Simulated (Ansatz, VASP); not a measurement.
# HC18 in VASP and in Ansatz

```
C H
1.0
     7.39800    0.00000    0.00000
    -3.69900    6.40686    0.00000
     0.00000    0.00000   12.00000
C H
18 1
Direct
  0.00153 0.00346 0.08110
  0.22356 0.11448 0.08135
  0.00213 0.33793 0.07883
  0.22404 0.44848 0.07412
  0.00213 0.66959 0.07881
  0.22404 0.78095 0.07412
  0.33540 0.00286 0.07885
  0.55469 0.10978 0.08438
  0.33539 0.33793 0.07883
  0.55469 0.45031 0.08433
  0.33486 0.67013 0.07313
  0.55651 0.78095 0.07411
  0.66706 0.00286 0.07884
  0.89052 0.11449 0.08135
  0.66820 0.33681 0.11349
  0.89521 0.45030 0.08434
  0.66706 0.66959 0.07881
  0.89051 0.78143 0.08133
  0.66818 0.33682 0.20737
```

Alike in both runs: functional PBE; k mesh 2 × 2 × 1; occupations fermi-dirac, width 0.05 eV; collinear spin.

Ansatz relaxed the structure, and its values are those at the end. VASP's run is a single point on that final structure, the one shown.

|  | VASP | Ansatz |
| --- | --- | --- |
| version | VASP 6.6.1 | Ansatz 0.2.0 |
| potentials or method | VASP PAW PBE potentials, release 64 (C, H), cutoff 520 eV | scalar-relativistic, plane waves, PAW |
| valence electrons in the cell | 73 | 73 |

VASP gave:

```
rms of the force components (eV/Å)                            : 0.008
net moment per atom (μB)                                      : 0.05
size of the moment on the site where the two differ most (μB) : 0.13
```

Question: What did Ansatz give for the same quantities?

Answer: rms of the force components (eV/Å): 0.004; net moment per atom (μB): 0.05; size of the moment on the site where the two differ most (μB): 0.09.

Site moments also hang on the region over which each program counts them. Ansatz's warnings: filled band counts differ across k points, seeded moment not kept.

The k mesh is coarse, so the values compare programs but aren't converged.
